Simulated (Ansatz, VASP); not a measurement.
**One calculation of SnO2, two programs**

```
Sn O
1.0
     4.75119   -0.18088    0.01440
    -0.18088    4.90092    0.38921
     0.00968    0.26169    3.06615
Sn O
2 4
Direct
  0.99347 0.99032 0.99528
  0.50077 0.51149 0.49236
  0.30717 0.30551 0.00070
  0.20681 0.80913 0.51928
  0.68639 0.69043 0.99783
  0.80539 0.19312 0.49456
```

Change from the starting cell: all atoms moved at random (sigma 0.03 Å a component), cell strained at random (sigma 0.05).

Alike in both runs: task single point; functional r2SCAN; k mesh 6 × 6 × 8; occupations gaussian, width 0.05 eV; no spin polarisation.

|  | VASP | Ansatz |
| --- | --- | --- |
| version | VASP 6.6.1 | Ansatz 0.2.0 |
| potentials or method | VASP PAW PBE potentials, release 64 (Sn_d, O), cutoff 520 eV | scalar-relativistic, plane waves, PAW |
| valence electrons in the cell | 52 | 52 |

|  | VASP | Ansatz | Ansatz less VASP |
| --- | --- | --- | --- |
| gap on the k mesh at the Fermi level (eV) | 2.02 | 2.01 | -0.007 |
| least direct gap on the mesh (eV) | 2.02 | 2.01 | -0.007 |
| pressure (GPa) | 15.4 | 14.1 | -1.30 |
| traceless stress, the component that is largest in VASP (GPa) | -20.93 | -20.42 | +0.507 |
| rms of the force components (eV/Å) | 1.438 | 1.413 | -0.0249 |

VASP's potentials were made for PBE, not for r2SCAN. Atom by atom the forces differ by 0.049 eV/Å (rms over components). With one functional, cell and mesh, what is left measures potentials, basis and numerics.
